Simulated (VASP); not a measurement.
Crystal: Ge.

```
Ge
1.0
     3.97076    0.00000    0.00000
    -1.98538    3.43878    0.00000
     0.00000    0.00000    6.55509
Ge
4
Direct
  0.33333 0.66667 0.93710
  0.66667 0.33333 0.43710
  0.33333 0.66667 0.56290
  0.66667 0.33333 0.06290
```

Base run:

```yaml
Program: VASP 6.6.1
Functional: PBEsol
Potentials_or_basis: VASP PAW PBE potentials, release 64 (Ge_d)
Cutoff: 520 eV
k_mesh: 8 × 8 × 4
Occupations: fermi-dirac, width 0.05 eV
Spin: no spin polarisation
```

Its results: band gap on the k mesh zero (filled and empty bands overlap); pressure 1.2 GPa; largest force 0.007 eV/Å.

**Question.** The run is repeated on the same cell with these changes: functional from PBEsol to r2SCAN. What comes out?

**Answer.** Band gap on the k mesh 0.12 eV, direct; pressure 1.5 GPa; largest force 0.016 eV/Å.

r2SCAN gives the wider gap, since meta-GGAs in the generalised Kohn-Sham scheme recover part of the derivative discontinuity.

Caveats: the PAW data sets were made with another functional, which shifts forces and pressure a little.

A k mesh can miss the band edges.
